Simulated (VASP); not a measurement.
# Te2Mo (P-6m2) in VASP: further runs

The runs below take Te2Mo through single point, with PBEsol.

Everything below comes from runs of VASP 6.6.1. Logs are shortened: lines on timing, memory, paths and dates and some standing lists are left out, and cuts for length are marked.

### Step 1. The cell of the first run

It takes space group P-6m2 (No. 187, hexagonal). Conventional cell: a = 3.471 Å, b = 3.471 Å, c = 7.772 Å, α = 90.00°, β = 90.00°, γ = 120.00°. Within 3.6 Å of Te (site symmetry 3m) lie 3 Mo at 2.70 Å and 6 Te at 3.47 Å. Mo (site symmetry -6m2) has 6 Te at 2.70 Å and 6 Mo at 3.47 Å within 3.6 Å.

### Step 2. Single point, PBEsol

The input, INCAR:

```
SYSTEM = Te2Mo
PREC     = Accurate       ! precision mode
ENCUT    = 520            ! plane-wave cutoff, eV
EDIFF    = 1E-6           ! SCF threshold, eV
ISMEAR   = 0              ! smearing method
SIGMA    = 0.02           ! smearing width, eV
LREAL    = .False.        ! projectors in reciprocal space
LASPH    = .True.         ! aspherical terms in the spheres
NELM     = 60             ! most SCF steps
ALGO     = Normal         ! electronic algorithm
ISIF     = 2              ! what is computed and relaxed
LWAVE    = .False.        ! write WAVECAR
LCHARG   = .False.        ! write CHGCAR
GGA      = PS             ! functional
NBANDS   = 20             ! bands
```

The input, KPOINTS:

```
regular mesh
0
Gamma
  12 12 2
  0 0 0
```

The input, POSCAR:

```
Te2Mo
1.0
    3.4705296201      0.0000000000      0.0000000000
   -1.7352648101      3.0055668155      0.0000000000
    0.0000000000      0.0000000000      7.7722135644
Te Mo
2 1
Direct
    0.3333333333      0.6666666667      0.7672089552
    0.3333333333      0.6666666667      0.2327910448
    0.0000000000      0.0000000000      0.0000000000
```

Potentials or basis: VASP PAW PBE potentials, release 64 (Te, Mo_sv).

Started as:

```
$ cat potpaw_PBE.64/Te/POTCAR potpaw_PBE.64/Mo_sv/POTCAR > POTCAR
$ mpirun -np 1 vasp_std > vasp.out
```

OUTCAR:

```text
SYSTEM = Te2Mo
   PREC = Accurate
   ENCUT = 520
   EDIFF = 1E-6
   ISMEAR = 0
   LREAL = .False.
   LASPH = .True.
   NELM = 60
   ISIF = 2
   GGA = PS

 ion  position               nearest neighbor table
   1  0.333  0.667  0.767-   3 2.70   3 2.70   3 2.70   2 3.62
   2  0.333  0.667  0.233-   3 2.70   3 2.70   3 2.70   1 3.62
   3  0.000  0.000  0.000-   1 2.70   2 2.70   1 2.70   2 2.70   1 2.70   2 2.70

  LATTYP: Found a hexagonal cell.
 ALAT       =     3.4705296201
 C/A-ratio  =     2.2394891890

  Lattice vectors:

 A1 = (   3.4705296201,   0.0000000000,   0.0000000000)
 A2 = (  -1.7352648101,   3.0055668155,   0.0000000000)
 A3 = (   0.0000000000,   0.0000000000,   7.7722135644)

Analysis of symmetry for initial positions (statically):
=====================================================================
 Subroutine PRICEL returns:
 Original cell was already a primitive cell.

 Routine SETGRP: Setting up the symmetry group for a
 hexagonal supercell.

 Subroutine GETGRP returns: Found 12 space group operations
 (whereof 12 operations were pure point group operations)
 out of a pool of 24 trial point group operations.

The static configuration has the point symmetry D_3h.

Analysis of symmetry for dynamics (positions and initial velocities):
=====================================================================
 Subroutine PRICEL returns:
 Original cell was already a primitive cell.

 Routine SETGRP: Setting up the symmetry group for a
 hexagonal supercell.

 Subroutine GETGRP returns: Found 12 space group operations
 (whereof 12 operations were pure point group operations)
 out of a pool of 24 trial point group operations.

The dynamic configuration has the point symmetry D_3h.

 Subroutine INISYM returns: Found 12 space group operations
 (whereof 12 operations are pure point group operations),
 and found     1 'primitive' translations

----------------------------------------------------------------------------------------

                                     Primitive cell

  volume of cell :      81.0712

  direct lattice vectors                    reciprocal lattice vectors
     3.470529620  0.000000000  0.000000000     0.288140460  0.166357972  0.000000000
    -1.735264810  3.005566815  0.000000000     0.000000000  0.332715944  0.000000000
     0.000000000  0.000000000  7.772213564     0.000000000  0.000000000  0.128663474

  length of vectors
     3.470529620  3.470529620  7.772213564     0.332715944  0.332715944  0.128663474

  position of ions in fractional coordinates (direct lattice)
[... 81 lines left out ...]
   EDIFF  = 0.1E-05   stopping-criterion for ELM
   LREAL  =      F    real-space projection
   EDIFFG = 0.1E-04   stopping-criterion for IOM
   NSW    =      0    number of steps for IOM
   IBRION =     -1    ionic relax: 0-MD 1-quasi-New 2-CG
   NFREE  =      0    steps in history (QN), initial steepest desc. (CG)
   ISIF   =      2    stress and relaxation
   ISYM   =      2    0-nonsym 1-usesym 2-fastsym
   POTIM  = 0.5000    time-step for ionic-motion
   TEBEG  =    0.0;   TEEND  =   0.0 temperature during run
   PSTRESS=    0.0 pullay stress
   NELECT =      26.0000    total number of electrons
   NUPDOWN=      -1.0000    fix difference up-down
   EMIN   =  10.00;   EMAX   =-10.00  energy-range for DOS
   EFERMI =   0.00;   METHOD = LEGACY
   ISMEAR =     0;   SIGMA  =   0.02  broadening in eV -4-tet -1-fermi 0-gaus
   EFERMI_NEDOS =   21; number of points for ismear=-14 and -15
   IALGO  =     38    algorithm
   IMIX   =      4    mixing-type and parameters
     AMIX     =   0.40;   BMIX     =  1.00
     AMIX_MAG =   1.60;   BMIX_MAG =  1.00
  volume/ion in A,a.u.               =      27.02       182.37
  Fermi-wavevector in a.u.,A,eV,Ry     =   1.120582  2.117593 17.084892  1.255704
  Thomas-Fermi vector in A             =   2.257230
   LORBIT       =      0    0 simple, 1 ext, 2 COOP (PROOUT), +10 PAW based schemes
   GGA     = PS    functional components
   LHFCALC =     F    Hartree Fock is set to
   AEXX    =    0.0000 exact exchange contribution
   IVDW    =     0    specifies the selected vdW correction
   LEPSILON=     F    determine dielectric tensor
   LRPA    =     F    only Hartree local field effects (RPA)
 non-spin polarized calculation
 Gauss-broadening in eV      SIGMA  =   0.02
  energy-cutoff  :      520.00
  volume of cell :       81.07
 maximum number of plane-waves:      2237
 NGX is ok and might be reduce to    28
   NGX = 13   NGY = 13   NGZ = 29

 number of electron      26.0000000 magnetization

 Free energy of the ion-electron system (eV)
  ---------------------------------------------------
  ext. energy  EPLUGINS =         0.00000000
  ---------------------------------------------------
  free energy    TOTEN  =       -19.61094025 eV

  energy without entropy =      -19.61094025  energy(sigma->0) =      -19.61094025

 E-fermi :   7.1397     XC(G=0):  -9.9759

 val. band max:        6.9273880346   @ k =   0.3333   0.3333   0.5000
 cond. band min:       7.9111517090   @ k =   0.2500   0.1667   0.0000
 fundamental gap:      0.9837636744
 Fermi energy:         7.1396644936

 k-point     1 :       0.0000    0.0000    0.0000
  band No.  band energies     occupation
      1     -53.6254      2.00000
      2     -27.8542      2.00000
      3     -27.6805      2.00000
      4     -27.6805      2.00000
      5      -6.0106      2.00000
      6      -4.9383      2.00000
[... 541 lines left out ...]
     19      13.1201      0.00000
     20      14.1785      0.00000

 [... further k-points ...]

------------------------ aborting loop because EDIFF is reached ----------------------------------------

  FORCE on cell =-STRESS in cart. coord.  units (eV):
  Direction    XX          YY          ZZ          XY          YZ          ZX
  --------------------------------------------------------------------------------------
  -------------------------------------------------------------------------------------
  Total        0.5548681      0.5548681      0.6021821     -0.0000000      0.0000000     -0.0000000
  in kB       10.9656278     10.9656278     11.9006736     -0.0000000      0.0000000     -0.0000000
  external PRESSURE =      11.2773097 kB  Pullay stress =       0.0000000 kB

 VOLUME and BASIS-vectors are now :
 -----------------------------------------------------------------------------
  energy-cutoff  :      520.00
  volume of cell :       81.07
      direct lattice vectors                 reciprocal lattice vectors
     3.470529620  0.000000000  0.000000000     0.288140460  0.166357972  0.000000000
    -1.735264810  3.005566815  0.000000000     0.000000000  0.332715944  0.000000000
     0.000000000  0.000000000  7.772213564     0.000000000  0.000000000  0.128663474

 POSITION                                       TOTAL-FORCE (eV/Angst)
 -----------------------------------------------------------------------------------
     -0.00000      2.00371      5.96291         0.000000      0.000000     -0.030580
     -0.00000      2.00371      1.80930         0.000000      0.000000      0.030580
      0.00000      0.00000      0.00000        -0.000000      0.000000      0.000000
 -----------------------------------------------------------------------------------
    total drift:                                0.000000     -0.000000     -0.000000

  FREE ENERGIE OF THE ION-ELECTRON SYSTEM (eV)
  ---------------------------------------------------
  free  energy   TOTEN  =       -19.6109402491 eV

  energy  without entropy=      -19.6109402491  energy(sigma->0) =      -19.61094025
```

OSZICAR:

```text
N       E                     dE             d eps       ncg     rms          rms(c)
DAV:   1     0.155260660073E+03    0.15526E+03   -0.12404E+04  1648   0.116E+03
DAV:   2    -0.139786540503E+02   -0.16924E+03   -0.16478E+03  1908   0.275E+02
DAV:   3    -0.202590056324E+02   -0.62804E+01   -0.62210E+01  1892   0.468E+01
DAV:   4    -0.203604677089E+02   -0.10146E+00   -0.10143E+00  2048   0.606E+00
DAV:   5    -0.203614789901E+02   -0.10113E-02   -0.10112E-02  1864   0.574E-01    0.169E+01
DAV:   6    -0.198691395941E+02    0.49234E+00   -0.38593E+00  1584   0.114E+01    0.639E+00
DAV:   7    -0.197640055704E+02    0.10513E+00   -0.28471E+00  1596   0.790E+00    0.424E+00
DAV:   8    -0.196114834913E+02    0.15252E+00   -0.69025E-01  1608   0.442E+00    0.140E+00
DAV:   9    -0.196118081746E+02   -0.32468E-03   -0.43717E-02  1720   0.110E+00    0.601E-01
DAV:  10    -0.196107810515E+02    0.10271E-02   -0.92032E-03  1656   0.642E-01    0.150E-01
DAV:  11    -0.196109409225E+02   -0.15987E-03   -0.39717E-04  1720   0.119E-01    0.588E-02
DAV:  12    -0.196109158134E+02    0.25109E-04   -0.67277E-05  1708   0.535E-02    0.317E-02
DAV:  13    -0.196109400341E+02   -0.24221E-04   -0.44478E-05  1596   0.326E-02    0.145E-02
DAV:  14    -0.196109402491E+02   -0.21505E-06   -0.12014E-06  1712   0.540E-03
   1 F= -.19610940E+02 E0= -.19610940E+02  d E =-.931994E-53
```

stdout:

```text
POSCAR found type information on POSCAR TeMo
 POSCAR found :  2 types and       3 ions
 scaLAPACK will be used
 -----------------------------------------------------------------------------
|                                                                             |
|                                                                             |
|     You enforced a specific xc type in the INCAR file but a different       |
|     I HOPE YOU KNOW WHAT YOU ARE DOING!                                     |
|                                                                             |
 -----------------------------------------------------------------------------

 LDA part: xc-table for (Slater+PW92), standard interpolation
 POSCAR, INCAR and KPOINTS ok, starting setup
 FFT: planning ... GRIDC
 FFT: planning ... GRID_SOFT
 FFT: planning ... GRID
 WAVECAR not read
 entering main loop
```

Run time: 24 s. Hardware: 1 thread of Intel Xeon 6975P-C (Granite Rapids), shared host; peak memory 0.23 GiB.

What came out:

| Property | Result |
| --- | --- |
| Free energy | -19.6109 eV |
| Pressure | 1.1 GPa |
| Largest force | 0.031 eV/Å |
| Band gap on the k mesh | 0.98 eV, indirect (least direct gap 1.23 eV) |

Forces on the atoms (eV/Å):
```
Te   0.000  0.000 -0.031
Te   0.000  0.000  0.031
Mo   0.000  0.000  0.000
```

Stress tensor (GPa, compression positive):
```
1.10 0.00 0.00
0.00 1.10 0.00
0.00 0.00 1.19
```

Caveat: the PAW data sets were made with another functional, which shifts forces and pressure a little; spin-orbit coupling is left out, which moves the levels of the heavy elements; this functional lacks dispersion, which binds the layers, so the pressure and a relaxed spacing across them are unreliable.

### Step 3. Single point, PBEsol

The input, INCAR:

```
PREC = Accurate
ENCUT = 520
EDIFF = 1E-7
ISMEAR = 0
SIGMA = 0.02
LREAL = F
LASPH = T
NELM = 80
ALGO = Normal
ISIF = 2
LWAVE = F
LCHARG = F
GGA = PS
NBANDS = 20
```

The input, KPOINTS:

```
Automatic mesh
0
Gamma
  12 12 2
```

POSCAR is that of step 2.

Potentials or basis: VASP PAW PBE potentials, release 64 (Te, Mo_sv).

Started as:

```
$ cat potpaw_PBE.64/Te/POTCAR potpaw_PBE.64/Mo_sv/POTCAR > POTCAR
$ mpirun -np 1 vasp_std > vasp.out
```

Run time: 30 s. Hardware: 1 thread of Intel Xeon 6975P-C (Granite Rapids), shared host; peak memory 0.23 GiB.

It converged, with:

```yaml
Free_energy: -19.6109 eV
Pressure: 1.1 GPa
Largest_force: 0.031 eV/Å
Band_gap_on_the_k_mesh: 0.98 eV, indirect (least direct gap 1.23 eV)
```

Forces on the atoms (eV/Å):
```
Te   0.000  0.000 -0.031
Te   0.000  0.000  0.031
Mo   0.000  0.000  0.000
```

Stress tensor (GPa, compression positive):
```
1.09 0.00 0.00
0.00 1.09 0.00
0.00 0.00 1.18
```

Levels at points of the mesh, in eV from the valence-band top:
| k point | band 11 | band 12 | band 13 | band 14 | band 15 | band 16 |
| --- | --- | --- | --- | --- | --- | --- |
| (0.00, 0.00, 0.00) | -0.99 | -0.84 | -0.84 | 3.35 | 3.35 | 3.56 |
| (0.50, 0.00, 0.00) | -1.44 | -1.02 | -0.22 | 1.54 | 1.67 | 3.53 |
| (0.00, 0.00, 0.50) | -0.85 | -0.85 | -0.30 | 3.26 | 3.26 | 3.66 |
| (0.50, 0.00, 0.50) | -2.15 | -0.66 | -0.15 | 1.55 | 1.93 | 2.90 |

Caveat: the PAW data sets were made with another functional, which shifts forces and pressure a little; spin-orbit coupling is left out, which moves the levels of the heavy elements; this functional lacks dispersion, which binds the layers, so the pressure and a relaxed spacing across them are unreliable. A k mesh can miss the band edges.

### Step 4. Single point, PBEsol

This run uses another cell than the first one, of 22.67 Å³/atom, 0.839 times its volume.

The input, INCAR:

```
SYSTEM = Te2Mo
PREC = Accurate ; ENCUT = 520
EDIFF = 1E-6 ; ISMEAR = 0
SIGMA = 0.02 ; LREAL = .False.
LASPH = .True. ; NELM = 100
ALGO = Normal ; ISIF = 2
LWAVE = .False. ; LCHARG = .True.
GGA = PS ; LELF = .True.
LVHAR = .True. ; NBANDS = 20
```

The input, KPOINTS:

```
Automatic mesh
0
Gamma
  12 12 4
  0 0 0
```

The input, POSCAR:

```
Te2Mo
1.0
    3.3196270967      0.0000000000      0.0000000000
   -1.6598135484      2.8748813968      0.0000000000
    0.0000000000      0.0000000000      7.1251223211
Te Mo
2 1
Direct
    0.3333333333      0.6666666667      0.7421722473
    0.3333333333      0.6666666667      0.2578277527
    0.0000000000      0.0000000000      0.0000000000
```

Potentials or basis: VASP PAW PBE potentials, release 64 (Te, Mo_sv).

Started as:

```
$ cat potpaw_PBE.64/Te/POTCAR potpaw_PBE.64/Mo_sv/POTCAR > POTCAR
$ mpirun -np 1 vasp_std > vasp.out
```

OUTCAR:

```text
SYSTEM = Te2Mo
   PREC = Accurate
   ENCUT = 520
   EDIFF = 1E-6
   ISMEAR = 0
   LREAL = .False.
   LASPH = .True.
   NELM = 100
   ISIF = 2
   GGA = PS

 ion  position               nearest neighbor table
   1  0.333  0.667  0.742-   3 2.65   3 2.65   3 2.65   2 3.45   2 3.67
   2  0.333  0.667  0.258-   3 2.65   3 2.65   3 2.65   1 3.45   1 3.67
   3  0.000  0.000  0.000-   1 2.65   2 2.65   1 2.65   2 2.65   1 2.65   2 2.65

  LATTYP: Found a hexagonal cell.
 ALAT       =     3.3196270967
 C/A-ratio  =     2.1463622610

  Lattice vectors:

 A1 = (   3.3196270967,   0.0000000000,   0.0000000000)
 A2 = (  -1.6598135484,   2.8748813968,   0.0000000000)
 A3 = (   0.0000000000,   0.0000000000,   7.1251223211)

Analysis of symmetry for initial positions (statically):
=====================================================================
 Subroutine PRICEL returns:
 Original cell was already a primitive cell.

 Routine SETGRP: Setting up the symmetry group for a
 hexagonal supercell.

 Subroutine GETGRP returns: Found 12 space group operations
 (whereof 12 operations were pure point group operations)
 out of a pool of 24 trial point group operations.
[... 160 lines left out ...]
  ext. energy  EPLUGINS =         0.00000000
  ---------------------------------------------------
  free energy    TOTEN  =       -19.19809485 eV

  energy without entropy =      -19.19809485  energy(sigma->0) =      -19.19809485

 E-fermi :   9.6351     XC(G=0): -10.9982

 val. band max:        9.5469916889   @ k =   0.5000   0.0000   0.5000
 cond. band min:       9.8851731409   @ k =   0.2500   0.1667   0.0000
 fundamental gap:      0.3381814521
 Fermi energy:         9.6351433281

 k-point     1 :       0.0000    0.0000    0.0000
  band No.  band energies     occupation
      1     -51.1582      2.00000
      2     -25.5029      2.00000
      3     -25.1689      2.00000
      4     -25.1689      2.00000
      5      -4.4539      2.00000
      6      -3.1014      2.00000
[... 541 lines left out ...]
     19      15.4812      0.00000
     20      16.5979      0.00000

 [... further k-points ...]
[... 5 lines left out ...]
  --------------------------------------------------------------------------------------
  -------------------------------------------------------------------------------------
  Total        5.1324156      5.1324156      5.2177003     -0.0000000      0.0000000      0.0000000
  in kB      120.9291054    120.9291054    122.9385690     -0.0000000      0.0000000      0.0000000
  external PRESSURE =     121.5989266 kB  Pullay stress =       0.0000000 kB

 VOLUME and BASIS-vectors are now :
 -----------------------------------------------------------------------------
  energy-cutoff  :      520.00
  volume of cell :       68.00
      direct lattice vectors                 reciprocal lattice vectors
     3.319627097  0.000000000  0.000000000     0.301238654  0.173920218  0.000000000
    -1.659813548  2.874881397  0.000000000     0.000000000  0.347840437  0.000000000
     0.000000000  0.000000000  7.125122321     0.000000000  0.000000000  0.140348468

 POSITION                                       TOTAL-FORCE (eV/Angst)
 -----------------------------------------------------------------------------------
     -0.00000      1.91659      5.28807         0.000000     -0.000000     -0.029814
     -0.00000      1.91659      1.83705         0.000000     -0.000000      0.029814
      0.00000      0.00000      0.00000        -0.000000      0.000000      0.000000
 -----------------------------------------------------------------------------------
    total drift:                                0.000000     -0.000000      0.000000

  FREE ENERGIE OF THE ION-ELECTRON SYSTEM (eV)
  ---------------------------------------------------
  free  energy   TOTEN  =       -19.1980948462 eV

  energy  without entropy=      -19.1980948462  energy(sigma->0) =      -19.19809485
```

stdout:

```text
POSCAR found type information on POSCAR TeMo
 POSCAR found :  2 types and       3 ions
 scaLAPACK will be used
 -----------------------------------------------------------------------------
|                                                                             |
|                                                                             |
|     You enforced a specific xc type in the INCAR file but a different       |
|     I HOPE YOU KNOW WHAT YOU ARE DOING!                                     |
|                                                                             |
 -----------------------------------------------------------------------------

 LDA part: xc-table for (Slater+PW92), standard interpolation
 POSCAR, INCAR and KPOINTS ok, starting setup
 FFT: planning ... GRIDC
 FFT: planning ... GRID_SOFT
 FFT: planning ... GRID
 WAVECAR not read
 entering main loop
```

Wall time 33 s (1 thread of Intel Xeon 6975P-C (Granite Rapids), shared host); peak memory 0.24 GiB.

Results:

- Free energy: -19.1981 eV
- Pressure: 12.2 GPa
- Largest force: 0.030 eV/Å
- Band gap on the k mesh: 0.34 eV, indirect (least direct gap 0.78 eV)

Forces in eV/Å, atoms in the order of the input:
```
Te   0.000  0.000 -0.030
Te   0.000  0.000  0.030
Mo   0.000  0.000  0.000
```

Stress tensor (GPa, compression positive):
```
12.09  0.00  0.00
 0.00 12.09  0.00
 0.00  0.00 12.29
```

Caveat: the PAW data sets were made with another functional, which shifts forces and pressure a little; spin-orbit coupling is left out, which moves the levels of the heavy elements.
